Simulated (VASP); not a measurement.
A run of VASP 6.6.1 is set up as follows.

The input INCAR:

```
PREC = Accurate
ENCUT = 500
EDIFF = 1E-7
ISMEAR = 0
SIGMA = 0.1
LREAL = False
LASPH = True
NELM = 120
ALGO = Normal
ISIF = 3
LWAVE = False
LCHARG = False
GGA = PE
IBRION = 2
NSW = 100
EDIFFG = -0.01
GGA_COMPAT = False
NELMIN = 4
```

Contents of KPOINTS:

```
Automatic mesh
0
Gamma
  6 6 6
```

Contents of POSCAR:

```
AlIn3
1.0
    0.0000000000      6.3132481602      6.3132481602
    6.3132481602      0.0000000000      6.3132481602
    6.3132481602      6.3132481602      0.0000000000
Al In
2 6
Direct
    0.5000000000      0.5000000000      0.5000000000
    0.7500000000      0.7500000000      0.7500000000
    0.0000000000      0.0000000000      0.0000000000
    0.2500000000      0.2500000000      0.2500000000
    0.1250000000      0.1250000000      0.1250000000
    0.1250000000      0.1250000000      0.6250000000
    0.1250000000      0.6250000000      0.1250000000
    0.6250000000      0.1250000000      0.1250000000
```

Potentials or basis: VASP PAW PBE potentials, release 64 (Al, In_d).

The run is started by

```sh
$ cat potpaw_PBE.64/Al/POTCAR potpaw_PBE.64/In_d/POTCAR > POTCAR
$ mpirun -np 1 vasp_std > vasp.out
```

Question: What does it give for the band gap on the k mesh?

Answer: Zero (bands 42 and 43 overlap by 0.39 eV).

Final structure:
```xyz
8
Lattice="0.0000 6.3132 6.3132 6.3132 0.0000 6.3132 6.3132 6.3132 0.0000" Properties=species:S:1:pos:R:3 pbc="T T T"
Al    6.3132    6.3132    6.3132
Al    9.4699    9.4699    9.4699
In    0.0000    0.0000    0.0000
In    3.1566    3.1566    3.1566
In    1.5783    1.5783    1.5783
In    4.7349    4.7349    1.5783
In    4.7349    1.5783    4.7349
In    1.5783    4.7349    4.7349
```

Caveat: the relaxation stopped at its first step, so nothing moved; spin-orbit coupling is left out, which moves the levels of the heavy elements.
